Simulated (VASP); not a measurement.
# Zn3As (Pm-3m) in VASP: notebook

The runs below take Zn3As through single point, with r2SCAN.

Program: VASP 6.6.1. These are calculated values, not measurements. Logs are shortened: lines on timing, memory, paths and dates and some standing lists are left out, and cuts for length are marked.

**1. The cell of the first run**

It takes space group Pm-3m (No. 221, cubic). Conventional cell: a = 3.949 Å, b = 3.949 Å, c = 3.949 Å, α = 90.00°, β = 90.00°, γ = 90.00°. Within 3.7 Å of Zn (site symmetry 4/mmm) lie 8 Zn at 2.79 Å and 4 As at 2.79 Å. Within 3.7 Å of As (site symmetry m-3m) lie 12 Zn at 2.79 Å.

**2. Single point, r2SCAN**

Input file POSCAR:

```
Zn3As
1.0
    3.9492104158      0.0000000000      0.0000000000
    0.0000000000      3.9492104158      0.0000000000
    0.0000000000      0.0000000000      3.9492104158
Zn As
3 1
Direct
    0.0000000000      0.5000000000      0.5000000000
    0.5000000000      0.0000000000      0.5000000000
    0.5000000000      0.5000000000      0.0000000000
    0.0000000000      0.0000000000      0.0000000000
```

Input file INCAR.step1:

```
SYSTEM = Zn3As
ALGO = Normal
EDIFF = 1E-4
ENCUT = 520
GGA = PE
ISMEAR = 0
LASPH = .True.
LCHARG = .False.
LREAL = .False.
LWAVE = .True.
NBANDS = 28
NELM = 60
PREC = Accurate
SIGMA = 0.1
```

Input file INCAR.step2:

```
SYSTEM = Zn3As
ALGO = Normal
EDIFF = 1E-6
ENCUT = 520
ISIF = 2
ISMEAR = 0
ISTART = 1
LASPH = .True.
LCHARG = .False.
LMIXTAU = .True.
LREAL = .False.
LWAVE = .False.
METAGGA = R2SCAN
NBANDS = 28
NELM = 60
PREC = Accurate
SIGMA = 0.1
```

Input file KPOINTS:

```
k-points
0
Gamma
  4 4 4
  0 0 0
```

Potentials or basis: VASP PAW PBE potentials, release 64 (Zn, As).

Run with:

```
cat potpaw_PBE.64/Zn/POTCAR potpaw_PBE.64/As/POTCAR > POTCAR
cp INCAR.step1 INCAR
mpirun -np 1 vasp_std > vasp.out
cp INCAR.step2 INCAR
mpirun -np 1 vasp_std > vasp.out
```

OUTCAR:

```text
SYSTEM = Zn3As
   EDIFF = 1E-6
   ENCUT = 520
   ISIF = 2
   ISMEAR = 0
   ISTART = 1
   LASPH = .True.
   LREAL = .False.
   METAGGA = R2SCAN
   NELM = 60
   PREC = Accurate

 ion  position               nearest neighbor table
   1  0.000  0.500  0.500-   2 2.79   3 2.79   4 2.79   3 2.79   4 2.79   2 2.79   4 2.79   4 2.79
                             2 2.79   3 2.79   3 2.79   2 2.79
   2  0.500  0.000  0.500-   1 2.79   3 2.79   4 2.79   3 2.79   4 2.79   1 2.79   3 2.79   3 2.79
                             1 2.79   4 2.79   4 2.79   1 2.79
   3  0.500  0.500  0.000-   1 2.79   2 2.79   4 2.79   1 2.79   2 2.79   2 2.79   4 2.79   2 2.79
                             1 2.79   4 2.79   1 2.79   4 2.79
   4  0.000  0.000  0.000-   1 2.79   2 2.79   3 2.79   1 2.79   2 2.79   1 2.79   3 2.79   1 2.79
                             2 2.79   3 2.79   2 2.79   3 2.79

  LATTYP: Found a simple cubic cell.
 ALAT       =     3.9492104158

  Lattice vectors:

 A1 = (   3.9492104158,   0.0000000000,   0.0000000000)
 A2 = (   0.0000000000,   3.9492104158,   0.0000000000)
 A3 = (   0.0000000000,   0.0000000000,   3.9492104158)

Analysis of symmetry for initial positions (statically):
=====================================================================
 Subroutine PRICEL returns:
 Original cell was already a primitive cell.

 Routine SETGRP: Setting up the symmetry group for a
 simple cubic supercell.

 Subroutine GETGRP returns: Found 48 space group operations
 (whereof 48 operations were pure point group operations)
 out of a pool of 48 trial point group operations.

The static configuration has the point symmetry O_h .

Analysis of symmetry for dynamics (positions and initial velocities):
=====================================================================
 Subroutine PRICEL returns:
 Original cell was already a primitive cell.

 Routine SETGRP: Setting up the symmetry group for a
 simple cubic supercell.

 Subroutine GETGRP returns: Found 48 space group operations
 (whereof 48 operations were pure point group operations)
 out of a pool of 48 trial point group operations.

The dynamic configuration has the point symmetry O_h .

 Subroutine INISYM returns: Found 48 space group operations
 (whereof 48 operations are pure point group operations),
 and found     1 'primitive' translations

----------------------------------------------------------------------------------------

                                     Primitive cell

  volume of cell :      61.5929

  direct lattice vectors                    reciprocal lattice vectors
     3.949210416  0.000000000  0.000000000     0.253215173  0.000000000  0.000000000
     0.000000000  3.949210416  0.000000000     0.000000000  0.253215173  0.000000000
     0.000000000  0.000000000  3.949210416     0.000000000  0.000000000  0.253215173

  length of vectors
     3.949210416  3.949210416  3.949210416     0.253215173  0.253215173  0.253215173

  position of ions in fractional coordinates (direct lattice)
     0.000000000  0.500000000  0.500000000
     0.500000000  0.000000000  0.500000000
     0.500000000  0.500000000  0.000000000
     0.000000000  0.000000000  0.000000000

  ion indices of the primitive-cell ions
   primitive index   ion index
                 1           1
                 2           2
                 3           3
                 4           4

----------------------------------------------------------------------------------------

 KPOINTS: k-points

Automatic generation of k-mesh.
 Grid dimensions read from file:
 generate k-points for:    4    4    4

 Generating k-lattice:

  Cartesian coordinates                     Fractional coordinates (reciprocal lattice)
     0.063303793  0.000000000  0.000000000     0.250000000  0.000000000  0.000000000
     0.000000000  0.063303793  0.000000000     0.000000000  0.250000000  0.000000000
     0.000000000  0.000000000  0.063303793     0.000000000  0.000000000  0.250000000

  Length of vectors
     0.063303793  0.063303793  0.063303793

  Shift w.r.t. Gamma in fractional coordinates (k-lattice)
     0.000000000  0.000000000  0.000000000

 Subroutine IBZKPT returns following result:
 ===========================================

 Found     10 irreducible k-points:

 Following reciprocal coordinates:
            Coordinates               Weight
  0.000000  0.000000  0.000000      1.000000
  0.250000  0.000000  0.000000      6.000000
  0.500000  0.000000  0.000000      3.000000
  0.250000  0.250000  0.000000     12.000000
  0.500000  0.250000  0.000000     12.000000
  0.500000  0.500000  0.000000      3.000000
  0.250000  0.250000  0.250000      8.000000
  0.500000  0.250000  0.250000     12.000000
  0.500000  0.500000  0.250000      6.000000
  0.500000  0.500000  0.500000      1.000000
   k-points           NKPTS =     10   k-points in BZ     NKDIM =     10   number of bands    NBANDS=     28
   number of dos      NEDOS =    301   number of ions     NIONS =      4
   total plane-waves  NPLWV =  27000
   dimension x,y,z NGX =    30 NGY =   30 NGZ =   30
   dimension x,y,z NGXF=    60 NGYF=   60 NGZF=   60
   ions per type =               3   1
   NGX,Y,Z   is equivalent  to a cutoff of  12.63, 12.63, 12.63 a.u.
   NGXF,Y,Z  is equivalent  to a cutoff of  25.26, 25.26, 25.26 a.u.
 SYSTEM =  Zn3As
   PREC   = accura    normal or accurate (medium, high low for compatibility)
   ISTART =      1    job   : 0-new  1-cont  2-samecut
   ICHARG =      0    charge: 1-file 2-atom 10-const
   ISPIN  =      1    spin polarized calculation?
   LNONCOLLINEAR =      F non collinear calculations
   LSORBIT =      F    spin-orbit coupling
   LASPH  =      T    aspherical Exc in radial PAW
   ENCUT  =  520.0 eV  38.22 Ry    6.18 a.u.   7.34  7.34  7.34*2*pi/ulx,y,z
   NELM   =     60;   NELMIN=  2; NELMDL=  0     # of ELM steps
   EDIFF  = 0.1E-05   stopping-criterion for ELM
   LREAL  =      F    real-space projection
   EDIFFG = 0.1E-04   stopping-criterion for IOM
   NSW    =      0    number of steps for IOM
   IBRION =     -1    ionic relax: 0-MD 1-quasi-New 2-CG
   NFREE  =      0    steps in history (QN), initial steepest desc. (CG)
   ISIF   =      2    stress and relaxation
   ISYM   =      2    0-nonsym 1-usesym 2-fastsym
   POTIM  = 0.5000    time-step for ionic-motion
   TEBEG  =    0.0;   TEEND  =   0.0 temperature during run
   PSTRESS=    0.0 pullay stress
   NELECT =      41.0000    total number of electrons
   NUPDOWN=      -1.0000    fix difference up-down
   EMIN   =  10.00;   EMAX   =-10.00  energy-range for DOS
   EFERMI =   0.00;   METHOD = LEGACY
   ISMEAR =     0;   SIGMA  =   0.10  broadening in eV -4-tet -1-fermi 0-gaus
   EFERMI_NEDOS =   21; number of points for ismear=-14 and -15
   IALGO  =     38    algorithm
   IMIX   =      4    mixing-type and parameters
     AMIX     =   0.40;   BMIX     =  1.00
     AMIX_MAG =   1.60;   BMIX_MAG =  1.00
  volume/ion in A,a.u.               =      15.40       103.91
  Fermi-wavevector in a.u.,A,eV,Ry     =   1.429418  2.701208 27.799902  2.043235
  Thomas-Fermi vector in A             =   2.549374
   LORBIT       =      0    0 simple, 1 ext, 2 COOP (PROOUT), +10 PAW based schemes
   METAGGA = R2SCAN    functional components
   LHFCALC =     F    Hartree Fock is set to
   AEXX    =    0.0000 exact exchange contribution
   IVDW    =     0    specifies the selected vdW correction
   LEPSILON=     F    determine dielectric tensor
   LRPA    =     F    only Hartree local field effects (RPA)
 non-spin polarized calculation
 Gauss-broadening in eV      SIGMA  =   0.10
  energy-cutoff  :      520.00
  volume of cell :       61.59
 maximum number of plane-waves:      1674
 NGX is ok and might be reduce to    30
   NGX = 15   NGY = 15   NGZ = 15

 number of electron      41.0000039 magnetization

 Free energy of the ion-electron system (eV)
  ---------------------------------------------------
  ext. energy  EPLUGINS =         0.00000000
  ---------------------------------------------------
  free energy    TOTEN  =       -40.69056215 eV

  energy without entropy =      -40.67590676  energy(sigma->0) =      -40.68323446

 E-fermi :   4.3078     XC(G=0): -12.4673

 val. band max:        4.2016302435   @ k =   0.5000   0.5000   0.2500
 cond. band min:       4.3086591197   @ k =   0.2500   0.2500   0.0000
 fundamental gap:      0.1070288762
 Fermi energy:         4.3077801838

 k-point     1 :       0.0000    0.0000    0.0000
  band No.  band energies     occupation
      1      -9.4591      2.00000
      2      -4.3947      2.00000
      3      -3.9610      2.00000
      4      -3.9610      2.00000
      5      -3.9610      2.00000
      6      -3.8444      2.00000
[... 20 lines left out ...]
     27      12.8595      0.00000
     28      12.8595      0.00000

 k-point     2 :       0.2500    0.0000    0.0000
  band No.  band energies     occupation
      1      -8.9998      2.00000
      2      -4.2846      2.00000
      3      -3.9535      2.00000
      4      -3.9136      2.00000
      5      -3.8908      2.00000
      6      -3.8908      2.00000
[... 20 lines left out ...]
     27      12.1624      0.00000
     28      12.1624      0.00000

 k-point     3 :       0.5000    0.0000    0.0000
  band No.  band energies     occupation
      1      -8.3212      2.00000
      2      -4.8865      2.00000
      3      -3.9368      2.00000
      4      -3.8573      2.00000
      5      -3.7917      2.00000
      6      -3.7917      2.00000
[... 20 lines left out ...]
     27      13.3049      0.00000
     28      14.5600      0.00000

 k-point     4 :       0.2500    0.2500    0.0000
  band No.  band energies     occupation
      1      -8.5826      2.00000
      2      -4.1865      2.00000
      3      -3.9205      2.00000
      4      -3.8797      2.00000
      5      -3.8438      2.00000
      6      -3.7503      2.00000
[... 144 lines left out ...]
     27      13.1409      0.00000
     28      15.0675      0.00000

 k-point     9 :       0.5000    0.5000    0.2500
  band No.  band energies     occupation
      1      -7.4911      2.00000
      2      -4.0028      2.00000
      3      -4.0028      2.00000
      4      -3.8978      2.00000
      5      -3.5669      2.00000
      6      -3.5669      2.00000
[... 20 lines left out ...]
     27      15.2820      0.00000
     28      16.3260      0.00000

 k-point    10 :       0.5000    0.5000    0.5000
  band No.  band energies     occupation
      1      -7.3929      2.00000
      2      -4.0255      2.00000
      3      -4.0255      2.00000
      4      -4.0255      2.00000
      5      -3.5517      2.00000
      6      -3.5517      2.00000
[... 20 lines left out ...]
     27      19.2953      0.00000
     28      19.2953      0.00000

------------------------ aborting loop because EDIFF is reached ----------------------------------------

  FORCE on cell =-STRESS in cart. coord.  units (eV):
  Direction    XX          YY          ZZ          XY          YZ          ZX
  --------------------------------------------------------------------------------------
  -------------------------------------------------------------------------------------
  Total        1.6296451      1.6296451      1.6296451      0.0000000     -0.0000000      0.0000000
  in kB       42.3909165     42.3909165     42.3909165      0.0000000     -0.0000000      0.0000000
  external PRESSURE =      42.3909165 kB  Pullay stress =       0.0000000 kB

 VOLUME and BASIS-vectors are now :
 -----------------------------------------------------------------------------
  energy-cutoff  :      520.00
  volume of cell :       61.59
      direct lattice vectors                 reciprocal lattice vectors
     3.949210416  0.000000000  0.000000000     0.253215173  0.000000000  0.000000000
     0.000000000  3.949210416  0.000000000     0.000000000  0.253215173  0.000000000
     0.000000000  0.000000000  3.949210416     0.000000000  0.000000000  0.253215173

 POSITION                                       TOTAL-FORCE (eV/Angst)
 -----------------------------------------------------------------------------------
      0.00000      1.97461      1.97461         0.000000      0.000000      0.000000
      1.97461      0.00000      1.97461         0.000000      0.000000      0.000000
      1.97461      1.97461      0.00000         0.000000      0.000000      0.000000
      0.00000      0.00000      0.00000         0.000000      0.000000      0.000000
 -----------------------------------------------------------------------------------
    total drift:                                0.000000      0.000000     -0.000000

  FREE ENERGIE OF THE ION-ELECTRON SYSTEM (eV)
  ---------------------------------------------------
  free  energy   TOTEN  =       -40.6905621488 eV

  energy  without entropy=      -40.6759067644  energy(sigma->0) =      -40.68323446
```

Wall time 2.7 min (1 thread of Intel Xeon 8259CL, shared host); peak memory 0.17 GiB.

Results:

| Item | Value |
| --- | --- |
| Free energy | -40.6906 eV |
| Pressure | 4.2 GPa |

Caveat: the k points lie up to 0.40 Å⁻¹ apart; the PAW data sets were made with another functional, which shifts forces and pressure a little.

**3. Single point, r2SCAN**

This run uses another cell than the first one, of 16.03 Å³/atom, 1.041 times its volume.

Input file POSCAR:

```
Zn3As
1.0
    4.0020900995      0.0000000000      0.0000000000
    0.0000000000      4.0020900995      0.0000000000
    0.0000000000      0.0000000000      4.0020900995
Zn As
3 1
Direct
    0.0000000000      0.5000000000      0.5000000000
    0.5000000000      0.0000000000      0.5000000000
    0.5000000000      0.5000000000      0.0000000000
    0.0000000000      0.0000000000      0.0000000000
```

Input file INCAR.step1:

```
PREC     = Accurate       # precision mode
ENCUT    = 520            # plane-wave cutoff, eV
ISMEAR   = 0              # smearing method
SIGMA    = 0.1            # smearing width, eV
LREAL    = False          # projectors in reciprocal space
LASPH    = True           # aspherical terms in the spheres
NELM     = 80             # most SCF steps
NBANDS   = 28             # bands
GGA      = PE             # functional
ALGO     = Normal         # electronic algorithm
EDIFF    = 1E-4           # SCF threshold, eV
LWAVE    = True           # write WAVECAR
LCHARG   = False          # write CHGCAR
```

Input file INCAR.step2:

```
PREC     = Accurate       # precision mode
ENCUT    = 520            # plane-wave cutoff, eV
EDIFF    = 1E-6           # SCF threshold, eV
ISMEAR   = 0              # smearing method
SIGMA    = 0.1            # smearing width, eV
LREAL    = False          # projectors in reciprocal space
LASPH    = True           # aspherical terms in the spheres
NELM     = 80             # most SCF steps
ALGO     = Normal         # electronic algorithm
ISIF     = 2              # what is computed and relaxed
LWAVE    = False          # write WAVECAR
LCHARG   = True           # write CHGCAR
METAGGA  = R2SCAN         # meta-GGA
LMIXTAU  = True         
LELF     = True           # ELF
LVHAR    = True         
NBANDS   = 28             # bands
ISTART   = 1
```

Input file KPOINTS:

```
Automatic mesh
0
Gamma
  12 12 12
```

Potentials or basis: VASP PAW PBE potentials, release 64 (Zn, As).

Run with:

```
cat potpaw_PBE.64/Zn/POTCAR potpaw_PBE.64/As/POTCAR > POTCAR
cp INCAR.step1 INCAR
mpirun -np 1 vasp_std > vasp.out
cp INCAR.step2 INCAR
mpirun -np 1 vasp_std > vasp.out
```

Wall time 14 min (1 thread of Intel Xeon 8259CL, shared host); peak memory 0.27 GiB.

It converged, with:

| Quantity | Value |
| --- | --- |
| Free energy | -40.7471 eV |
| Pressure | 0.2 GPa |

Levels at points of the mesh, in eV from the Fermi level:
```
           k point  band 16  band 17  band 18  band 19  band 20  band 21  band 22  band 23  band 24  band 25
(0.00, 0.00, 0.00)    -7.44    -4.20    -3.67    -3.67    -3.67     0.64     0.64     4.71     4.71     4.71
(0.50, 0.00, 0.00)    -7.65    -7.44    -2.01    -1.78    -1.78     1.20     1.21     1.21     2.58     2.67
(0.50, 0.50, 0.00)    -7.64    -6.08    -6.08    -5.72    -0.59     1.48     3.23     3.23     3.63     3.63
(0.50, 0.50, 0.50)    -7.21    -5.46    -5.46    -5.46    -3.31    -2.42    -2.42    -2.42     9.11     9.11
```

Caveat: the PAW data sets were made with another functional, which shifts forces and pressure a little.
